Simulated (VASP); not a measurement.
Set up this calculation in VASP 6.6.1, as the native input.

```yaml
Task: single point
Functional: r2SCAN
Potentials_or_basis: VASP PAW PBE potentials, release 64 (C)
Cutoff: 520 eV
k_mesh: 12 × 12 × 2
Occupations: gaussian, width 0.02 eV
Spin: no spin polarisation
Dipole_correction: no
Further_INCAR_settings: ALGO = Normal; EDIFF = 1e-06; NBANDS = 36
```

The system is C.

```
C
1.0
     2.48694    0.00000    0.00000
    -1.24347    2.15376    0.00000
     0.00000    0.00000   12.26722
C
12
Cartesian
  0.0000 0.0000 2.2923
  0.0000 0.0000 8.4259
  0.0000 0.0000 3.8413
  0.0000 0.0000 9.9749
  0.0000 1.4358 6.3884
  1.2435 0.7179 0.2548
  0.0000 1.4358 12.0125
  1.2435 0.7179 5.8788
  0.0000 1.4358 7.9131
  1.2435 0.7179 1.7795
  0.0000 1.4358 10.4878
  1.2435 0.7179 4.3541
```

This cell differs from its parent crystal: volume scaled by 0.97, then relaxed in part.

One way to write it, as run:

POSCAR

```
C
1.0
    2.4869429916      0.0000000000      0.0000000000
   -1.2434714958      2.1537558085      0.0000000000
    0.0000000000      0.0000000000     12.2672231192
C
12
Direct
    0.0000000000      0.0000000000      0.1868655567
    0.0000000000      0.0000000000      0.6868655567
    0.0000000000      0.0000000000      0.3131344433
    0.0000000000      0.0000000000      0.8131344433
    0.3333333333      0.6666666667      0.5207683220
    0.6666666667      0.3333333333      0.0207683220
    0.3333333333      0.6666666667      0.9792316780
    0.6666666667      0.3333333333      0.4792316780
    0.3333333333      0.6666666667      0.6450586144
    0.6666666667      0.3333333333      0.1450586144
    0.3333333333      0.6666666667      0.8549413856
    0.6666666667      0.3333333333      0.3549413856
```

INCAR.step1

```
SYSTEM = C
PREC = Accurate
ENCUT = 520
ISMEAR = 0
SIGMA = 0.02
LREAL = .FALSE.
LASPH = .TRUE.
NELM = 80
NBANDS = 36
GGA = PE
ALGO = Normal
EDIFF = 1E-4
LWAVE = .TRUE.
LCHARG = .FALSE.
```

INCAR.step2

```
SYSTEM = C
PREC = Accurate
ENCUT = 520
EDIFF = 1E-6
ISMEAR = 0
SIGMA = 0.02
LREAL = .FALSE.
LASPH = .TRUE.
NELM = 80
ALGO = Normal
ISIF = 2
LWAVE = .FALSE.
LCHARG = .TRUE.
METAGGA = R2SCAN
LMIXTAU = .TRUE.
LELF = .TRUE.
LVHAR = .TRUE.
NBANDS = 36
ISTART = 1
```

KPOINTS

```
Automatic mesh
0
G
  12 12 2
  0 0 0
```

Potentials or basis: VASP PAW PBE potentials, release 64 (C).

The run is started by

```sh
$ cat potpaw_PBE.64/C/POTCAR > POTCAR
$ cp INCAR.step1 INCAR
$ mpirun -np 1 vasp_std > vasp.out
$ cp INCAR.step2 INCAR
$ mpirun -np 1 vasp_std > vasp.out
```

Results of the run:

```
Pressure               : 15.7 GPa
Largest force          : 0.007 eV/Å
Band gap on the k mesh : 4.74 eV, indirect (least direct gap 5.70 eV)
```

Caveat: the PAW data sets were made with another functional, which shifts forces and pressure a little.

Run time: 4.5 min on 1 thread of Intel(R) Xeon(R) Platinum 8259CL CPU @ 2.50GHz (Skylake/Cascade Lake), with other jobs on the host, peak memory 0.2 GiB.
